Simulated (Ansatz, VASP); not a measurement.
Si2W: VASP beside Ansatz

```
W Si
1.0
     4.34518    0.00000    0.00000
    -2.17259    3.76303    0.00000
     0.00000    0.00000    2.59678
W Si
1 2
Direct
  0.00000 0.00000 0.00000
  0.33333 0.66667 0.50000
  0.66667 0.33333 0.50000
```

Alike in both runs: functional PBE; k mesh 10 × 10 × 8; occupations fermi-dirac, width 0.1 eV; no spin polarisation.

Ansatz relaxed the structure, and its values are those at the end. VASP's run is a single point on that final structure, the one shown.

|  | VASP | Ansatz |
| --- | --- | --- |
| version | VASP 6.6.1 | Ansatz 0.2.0 |
| potentials or method | VASP PAW PBE potentials, release 64 (W_sv, Si) | PAW with Ansatz's default frozen-core files, scalar-relativistic |
| plane-wave cutoff (eV) | 520 | 420 |
| valence electrons in the cell | 22 | 22 |

|  | VASP | Ansatz | Ansatz less VASP |
| --- | --- | --- | --- |
| pressure (GPa) | 0.1 | 0.0 | -0.11 |

With one functional, cell and mesh, what is left measures potentials, basis and numerics.

Neither program's run includes spin-orbit coupling.
